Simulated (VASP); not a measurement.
# GeS (Pnma) in VASP: single point with r2SCAN

Aim: the single point of GeS with r2SCAN.

All numbers are computed with VASP 6.6.1; they aren't measurements. Logs are shortened: lines on timing, memory, paths and dates and some standing lists are left out, and cuts for length are marked.

## Step 1: The cell of the first run

It takes space group Pnma (No. 62, orthorhombic). Conventional cell: a = 10.402 Å, b = 3.634 Å, c = 4.282 Å, α = 90.00°, β = 90.00°, γ = 90.00°. Within 3.3 Å of Ge (site symmetry m) lie 6 S at 2.47 to 3.00 Å. Within 3.3 Å of S (site symmetry m) lie 6 Ge at 2.47 to 3.00 Å.

## Step 2: Single point, r2SCAN

POSCAR

```
GeS
1.0
   10.4015339300      0.0000000000      0.0000000000
    0.0000000000      3.6335492800      0.0000000000
    0.0000000000      0.0000000000      4.2823973700
Ge S
4 4
Direct
    0.3750000000      0.2500000000      0.1670000000
    0.1250000000      0.7500000000      0.6670000000
    0.8750000000      0.2500000000      0.3330000000
    0.6250000000      0.7500000000      0.8330000000
    0.1390000000      0.2500000000      0.1110000000
    0.3610000000      0.7500000000      0.6110000000
    0.6390000000      0.2500000000      0.3890000000
    0.8610000000      0.7500000000      0.8890000000
```

INCAR.step1

```
PREC = Accurate
ENCUT = 550
ISMEAR = -1
SIGMA = 0.1
LREAL = False
LASPH = True
NELM = 120
NBANDS = 50
GGA = PE
ALGO = Normal
EDIFF = 1E-5
LWAVE = True
LCHARG = False
GGA_COMPAT = False
```

INCAR.step2

```
PREC = Accurate
ENCUT = 550
EDIFF = 1E-6
ISMEAR = -1
SIGMA = 0.1
LREAL = False
LASPH = True
NELM = 120
ALGO = Normal
ISIF = 2
LWAVE = False
LCHARG = False
METAGGA = R2SCAN
LMIXTAU = True
NBANDS = 50
ISTART = 1
GGA_COMPAT = False
```

KPOINTS

```
Automatic mesh
0
Gamma
  4 9 8
```

Potentials or basis: VASP PAW PBE potentials, release 64 (Ge_d, S).

On the command line:

```console
> cat potpaw_PBE.64/Ge_d/POTCAR potpaw_PBE.64/S/POTCAR > POTCAR
> cp INCAR.step1 INCAR
> mpirun -np 1 vasp_std > vasp.out
> cp INCAR.step2 INCAR
> mpirun -np 1 vasp_std > vasp.out
```

OUTCAR:

```text
PREC = Accurate
   ENCUT = 550
   EDIFF = 1E-6
   ISMEAR = -1
   LREAL = False
   LASPH = True
   NELM = 120
   ISIF = 2
   METAGGA = R2SCAN
   ISTART = 1

 ion  position               nearest neighbor table
   1  0.375  0.250  0.167-   5 2.47   6 2.63   6 2.63
   2  0.125  0.750  0.667-   6 2.47   5 2.63   5 2.63
   3  0.875  0.250  0.333-   7 2.47   8 2.63   8 2.63
   4  0.625  0.750  0.833-   8 2.47   7 2.63   7 2.63
   5  0.139  0.250  0.111-   1 2.47   2 2.63   2 2.63
   6  0.361  0.750  0.611-   2 2.47   1 2.63   1 2.63
   7  0.639  0.250  0.389-   3 2.47   4 2.63   4 2.63
   8  0.861  0.750  0.889-   4 2.47   3 2.63   3 2.63

  LATTYP: Found a simple orthorhombic cell.
 ALAT       =     3.6335492800
 B/A-ratio  =     1.1785714298
 C/A-ratio  =     2.8626373632

  Lattice vectors:

 A1 = (   0.0000000000,   3.6335492800,   0.0000000000)
 A2 = (   0.0000000000,   0.0000000000,   4.2823973700)
 A3 = (  10.4015339300,   0.0000000000,   0.0000000000)

Analysis of symmetry for initial positions (statically):
=====================================================================
 Subroutine PRICEL returns:
 Original cell was already a primitive cell.

 Routine SETGRP: Setting up the symmetry group for a
 simple orthorhombic supercell.

 Subroutine GETGRP returns: Found  8 space group operations
 (whereof  2 operations were pure point group operations)
 out of a pool of  8 trial point group operations.

The static configuration has the point symmetry S_2 .
 The point group associated with its full space group is D_2h.

Analysis of symmetry for dynamics (positions and initial velocities):
=====================================================================
 Subroutine PRICEL returns:
 Original cell was already a primitive cell.

 Routine SETGRP: Setting up the symmetry group for a
 simple orthorhombic supercell.

 Subroutine GETGRP returns: Found  8 space group operations
 (whereof  2 operations were pure point group operations)
 out of a pool of  8 trial point group operations.

The dynamic configuration has the point symmetry S_2 .
 The point group associated with its full space group is D_2h.

 Subroutine INISYM returns: Found  8 space group operations
 (whereof  2 operations are pure point group operations),
 and found     1 'primitive' translations

----------------------------------------------------------------------------------------

                                     Primitive cell

[... 107 lines left out ...]
   NFREE  =      0    steps in history (QN), initial steepest desc. (CG)
   ISIF   =      2    stress and relaxation
   ISYM   =      2    0-nonsym 1-usesym 2-fastsym
   POTIM  = 0.5000    time-step for ionic-motion
   TEBEG  =    0.0;   TEEND  =   0.0 temperature during run
   PSTRESS=    0.0 pullay stress
   NELECT =      80.0000    total number of electrons
   NUPDOWN=      -1.0000    fix difference up-down
   EMIN   =  10.00;   EMAX   =-10.00  energy-range for DOS
   EFERMI =   0.00;   METHOD = LEGACY
   ISMEAR =    -1;   SIGMA  =   0.10  broadening in eV -4-tet -1-fermi 0-gaus
   EFERMI_NEDOS =   21; number of points for ismear=-14 and -15
   IALGO  =     38    algorithm
   IMIX   =      4    mixing-type and parameters
     AMIX     =   0.40;   BMIX     =  1.00
     AMIX_MAG =   1.60;   BMIX_MAG =  1.00
  volume/ion in A,a.u.               =      20.23       136.53
  Fermi-wavevector in a.u.,A,eV,Ry     =   1.294394  2.446049 22.795946  1.675455
  Thomas-Fermi vector in A             =   2.425979
   LORBIT       =      0    0 simple, 1 ext, 2 COOP (PROOUT), +10 PAW based schemes
   METAGGA = R2SCAN    functional components
   LHFCALC =     F    Hartree Fock is set to
   AEXX    =    0.0000 exact exchange contribution
   IVDW    =     0    specifies the selected vdW correction
   LEPSILON=     F    determine dielectric tensor
   LRPA    =     F    only Hartree local field effects (RPA)
 non-spin polarized calculation
  energy-cutoff  :      550.00
  volume of cell :      161.85
 maximum number of plane-waves:      4774
 NGX is ok and might be reduce to    80
   NGX = 39   NGY = 13   NGZ = 17

 number of electron      80.0000036 magnetization

 Free energy of the ion-electron system (eV)
  ---------------------------------------------------
  ext. energy  EPLUGINS =         0.00000000
  ---------------------------------------------------
  free energy    TOTEN  =       -88.38713877 eV

  energy without entropy =      -88.37284270  energy(sigma->0) =      -88.37999074

 E-fermi :   5.4189     XC(G=0): -10.9624

 val. band max:        5.4003649676   @ k =   0.0000   0.4444   0.0000
 cond. band min:       5.5324459197   @ k =   0.2500   0.4444   0.0000
 fundamental gap:      0.1320809521
 Fermi energy:         5.4188937005

 k-point     1 :       0.0000    0.0000    0.0000
  band No.  band energies     occupation
      1     -20.2533      2.00000
      2     -20.2503      2.00000
      3     -20.2491      2.00000
      4     -20.2472      2.00000
      5     -20.2445      2.00000
      6     -20.2443      2.00000
[... 1261 lines left out ...]
     49      10.1357      0.00000
     50      10.1357      0.00000

 [... further k-points ...]

------------------------ aborting loop because EDIFF is reached ----------------------------------------

  FORCE on cell =-STRESS in cart. coord.  units (eV):
  Direction    XX          YY          ZZ          XY          YZ          ZX
  --------------------------------------------------------------------------------------
  -------------------------------------------------------------------------------------
  Total        3.0594296     -0.1233550     -7.0579652      0.0000000      0.0000000      0.0000000
  in kB       30.2855618     -1.2211016    -69.8674166      0.0000000      0.0000000      0.0000000
  external PRESSURE =     -13.6009854 kB  Pullay stress =       0.0000000 kB

 VOLUME and BASIS-vectors are now :
 -----------------------------------------------------------------------------
  energy-cutoff  :      550.00
  volume of cell :      161.85
      direct lattice vectors                 reciprocal lattice vectors
    10.401533930  0.000000000  0.000000000     0.096139666  0.000000000  0.000000000
     0.000000000  3.633549280  0.000000000     0.000000000  0.275213001  0.000000000
     0.000000000  0.000000000  4.282397370     0.000000000  0.000000000  0.233514061

 POSITION                                       TOTAL-FORCE (eV/Angst)
 -----------------------------------------------------------------------------------
      3.90058      0.90839      0.71516        -0.573051      0.000000      0.839603
      1.30019      2.72516      2.85636         0.573051      0.000000      0.839603
      9.10134      0.90839      1.42604        -0.573051     -0.000000     -0.839603
      6.50096      2.72516      3.56724         0.573051      0.000000     -0.839603
      1.44581      0.90839      0.47535         0.437637      0.000000     -1.035339
      3.75495      2.72516      2.61654        -0.437637     -0.000000     -1.035339
      6.64658      0.90839      1.66585         0.437637      0.000000      1.035339
      8.95572      2.72516      3.80705        -0.437637      0.000000      1.035339
 -----------------------------------------------------------------------------------
    total drift:                               -0.000000     -0.000000      0.000000

  FREE ENERGIE OF THE ION-ELECTRON SYSTEM (eV)
  ---------------------------------------------------
  free  energy   TOTEN  =       -88.3871387695 eV

  energy  without entropy=      -88.3728427041  energy(sigma->0) =      -88.37999074
```

OUTCAR.step1:

```text
PREC = Accurate
   ENCUT = 550
   ISMEAR = -1
   LREAL = False
   LASPH = True
   NELM = 120
[... 1519 lines left out ...]
      3.75495      2.72516      2.61654        -0.231612      0.000000     -0.788598
      6.64658      0.90839      1.66585         0.231612      0.000000      0.788598
      8.95572      2.72516      3.80705        -0.231612     -0.000000      0.788598
 -----------------------------------------------------------------------------------
    total drift:                               -0.000000     -0.000000      0.000000

  FREE ENERGIE OF THE ION-ELECTRON SYSTEM (eV)
  ---------------------------------------------------
  free  energy   TOTEN  =       -35.8236886058 eV

  energy  without entropy=      -35.8027636659  energy(sigma->0) =      -35.81322614
```

OSZICAR.step1:

```text
N       E                     dE             d eps       ncg     rms          rms(c)
DAV:   1     0.952217315186E+03    0.95222E+03   -0.37033E+04  9646   0.373E+03
DAV:   2     0.160865313390E+03   -0.79135E+03   -0.75605E+03  7508   0.101E+03
DAV:   3    -0.195490715011E+02   -0.18041E+03   -0.17123E+03  8600   0.238E+02
DAV:   4    -0.361919974503E+02   -0.16643E+02   -0.16184E+02  9182   0.765E+01
DAV:   5    -0.367716534311E+02   -0.57966E+00   -0.57613E+00  8956   0.148E+01    0.124E+01
DAV:   6    -0.358033699127E+02    0.96828E+00   -0.19884E+00 10418   0.733E+00    0.805E+00
DAV:   7    -0.358314080130E+02   -0.28038E-01   -0.66164E-01  9936   0.281E+00    0.237E+00
DAV:   8    -0.358236595829E+02    0.77484E-02   -0.84604E-02 10342   0.210E+00    0.352E-01
DAV:   9    -0.358236312172E+02    0.28366E-04   -0.11618E-02 10182   0.776E-01    0.147E-01
DAV:  10    -0.358236099377E+02    0.21279E-04   -0.84868E-04  9506   0.185E-01    0.752E-02
DAV:  11    -0.358237136398E+02   -0.10370E-03   -0.30503E-04  8030   0.812E-02    0.337E-02
DAV:  12    -0.358236861679E+02    0.27472E-04   -0.70120E-05  8114   0.436E-02    0.143E-02
DAV:  13    -0.358236886058E+02   -0.24380E-05   -0.13605E-05  5628   0.194E-02
   1 F= -.35823689E+02 E0= -.35813226E+02  d E =-.209249E-01
```

Run time: 16 min. Hardware: 1 thread of AMD EPYC 9R45 (Zen 5), shared host; peak memory 0.58 GiB.

What came out:

```
Free energy            : -88.3871 eV
Pressure               : -1.4 GPa
Largest force          : 1.124 eV/Å
Band gap on the k mesh : zero (bands 40 and 41 overlap by 0.17 eV)
```

Forces in eV/Å, atoms in the order of the input:
```
Ge  -0.573  0.000  0.840
Ge   0.573  0.000  0.840
Ge  -0.573  0.000 -0.840
Ge   0.573  0.000 -0.840
S    0.438  0.000 -1.035
S   -0.438  0.000 -1.035
S    0.438  0.000  1.035
S   -0.438  0.000  1.035
```

Caveat: the stress differs along the axes, from -7 to 3 GPa; the PAW data sets were made with another functional, which shifts forces and pressure a little.

The gap in the log of VASP goes by the Fermi energy; the results here count the filled bands.